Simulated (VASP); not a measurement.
The system is Pt.

```
CELL_PARAMETERS angstrom
0.00000 1.95790 1.95790
1.95790 0.00000 1.95790
1.95790 1.95790 0.00000
ATOMIC_POSITIONS crystal
Pt 0.00000 0.00000 0.00000
```

| Property | Result |
| --- | --- |
| Program | VASP 6.6.1 |
| Task | relaxation of cell and atoms |
| Functional | PBE |
| Potentials or basis | VASP PAW PBE potentials, release 64 (Pt) |
| Cutoff | 500 eV |
| k mesh | 8 × 8 × 8 |
| Occupations | gaussian, width 0.1 eV |
| Spin | no spin polarisation |

At the start: pressure 10.3 GPa; volume 15.01 Å³/atom.

Q: Where does the relaxation end?

A: Over 3 steps the energy falls by 17.2 meV/atom and the volume is 15.59 Å³/atom (+3.9 %); space group Fm-3m (No. 225, to 0.05 Å).

The path:
| step | energy change (eV) | largest force (eV/Å) | pressure (GPa) | volume (Å³) |
| --- | --- | --- | --- | --- |
| 1 | 0.0000 | 0.0000 | 10.27 | 15.01 |
| 2 | 0.0885 | 0.0000 | -18.45 | 17.20 |
| 3 | -0.0172 | 0.0000 | -0.33 | 15.59 |

Final structure:
```
Pt
1.0
     0.00000    1.98296    1.98296
     1.98296    0.00000    1.98296
     1.98296    1.98296    0.00000
Pt
1
Direct
  0.00000 0.00000 0.00000
```
